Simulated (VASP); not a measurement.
## BF: single point with PBE

BF:

```xyz
8
Lattice="3.1361 0.0000 0.0000 0.0000 3.5540 4.4747 0.0000 -3.5540 4.4747" Properties=species:S:1:pos:R:3 pbc="T T T"
B     1.5680    1.4405    5.0631
B     1.5680   -1.4405    5.0631
B     0.0000    2.0219    5.4922
B     0.0000   -2.0219    5.4922
F     0.0000   -2.0490    6.9161
F     0.0000    2.0490    6.9161
F     1.5680    0.0000    4.5722
F     0.0000    0.0000    0.5085
```

The cell was generated, and may not be a known phase.

```
Program             : VASP 6.6.1
Task                : single point
Functional          : PBE
Potentials or basis : VASP PAW PBE potentials, release 64 (B, F)
Cutoff              : 520 eV
k mesh              : 6 × 4 × 4
Occupations         : gaussian, width 0.1 eV
Spin                : no spin polarisation
```

```yaml
Pressure: 0.2 GPa
Largest_force: 0.226 eV/Å
Band_gap_on_the_k_mesh: 0.64 eV (least direct gap 0.76 eV)
```

Forces in eV/Å, atoms in the order of the input:
```
B    0.000  0.065 -0.009
B    0.000 -0.065 -0.009
B    0.000 -0.041 -0.198
B    0.000  0.041 -0.198
F    0.000 -0.002  0.226
F    0.000  0.002  0.226
F    0.000  0.000 -0.015
F    0.000  0.000 -0.024
```

Stress tensor (GPa, compression positive):
```
-0.36  0.00  0.00
 0.00  0.19  0.00
 0.00  0.00  0.90
```

Levels at points of the mesh, in eV from the valence-band top:
| k point | band 16 | band 17 | band 18 | band 19 | band 20 | band 21 | band 22 | band 23 | band 24 | band 25 |
| --- | --- | --- | --- | --- | --- | --- | --- | --- | --- | --- |
| (0.00, 0.00, 0.00) | -4.75 | -4.69 | -3.70 | -1.00 | 0.00 | 0.88 | 1.14 | 2.77 | 4.83 | 5.43 |
| (0.50, 0.00, 0.00) | -4.66 | -3.63 | -3.50 | -3.16 | -2.94 | 2.26 | 2.38 | 4.74 | 5.07 | 7.75 |
| (0.00, 0.50, 0.00) | -4.83 | -4.78 | -4.19 | -0.52 | -0.44 | 0.87 | 1.34 | 3.31 | 4.04 | 6.71 |
| (0.50, 0.50, 0.00) | -4.74 | -4.15 | -3.78 | -2.79 | -2.62 | 2.28 | 2.41 | 4.65 | 5.67 | 6.79 |
| (0.00, 0.50, 0.50) | -5.09 | -4.79 | -3.85 | -0.81 | -0.10 | 0.66 | 1.80 | 2.28 | 4.99 | 7.57 |
| (0.50, 0.50, 0.50) | -4.90 | -3.45 | -3.42 | -3.27 | -3.25 | 2.15 | 2.42 | 4.78 | 4.90 | 7.74 |

Run time: 110 s on 1 thread of AMD EPYC 9755 128-Core Processor, on a shared host, peak memory 0.18 GiB.

Caveat: semilocal functionals underestimate gaps, and a narrow one can read as zero. A k mesh can miss the band edges.
